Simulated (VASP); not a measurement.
LiF:

```
Li F
1.0
     0.00000    2.14461    2.14461
     2.10944    0.00000    2.14461
     2.10944    2.14461    0.00000
Li F
1 1
Direct
  0.00000 0.00000 0.00000
  0.25000 0.25000 0.25000
```

This cell differs from its parent crystal: uniaxial x strain -1.6%.

Base run:

- Program: VASP 6.6.1
- Functional: PBE
- Potentials or basis: VASP PAW PBE potentials, release 64 (Li_sv, F)
- Cutoff: 520 eV
- k mesh: 10 × 10 × 10
- Occupations: fermi-dirac, width 0.02 eV
- Spin: no spin polarisation

Its results: band gap on the k mesh 7.99 eV, direct.

Question: The run is repeated on the same cell with these changes: functional from PBE to r2SCAN; occupations from fermi-dirac, width 0.02 eV to gaussian, width 0.01 eV. What comes out?

Answer: Band gap on the k mesh 8.83 eV, direct.

A k mesh can miss the band edges.
